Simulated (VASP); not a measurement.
Crystal: BaF2 (Frankdicksonite).

```xyz
3
Lattice="0.0000 3.1000 3.1000 3.1000 0.0000 3.1000 3.1000 3.1000 0.0000" Properties=species:S:1:pos:R:3 pbc="T T T"
Ba    0.0000    0.0000    0.0000
F     1.5500    1.5500    1.5500
F     4.6501    4.6501    4.6501
```

Base run:

| Item | Value |
| --- | --- |
| Program | VASP 6.6.1 |
| Functional | BLYP |
| Potentials or basis | VASP PAW PBE potentials, release 64 (Ba_sv, F) |
| Cutoff | 600 eV |
| k mesh | 6 × 6 × 6 |
| Occupations | gaussian, width 0.01 eV |
| Spin | no spin polarisation |

Its results: band gap on the k mesh 6.86 eV, indirect (least direct gap 6.93 eV); pressure 4.3 GPa.

Q: The run is repeated on the same cell with these changes: functional from BLYP to RPBE. What comes out?

A: Band gap on the k mesh 7.08 eV, indirect (least direct gap 7.15 eV); pressure 5.1 GPa.

Caveats: the PAW data sets were made with another functional, which shifts forces and pressure a little; spin-orbit coupling is left out, which moves the levels of the heavy elements.

A k mesh can miss the band edges.
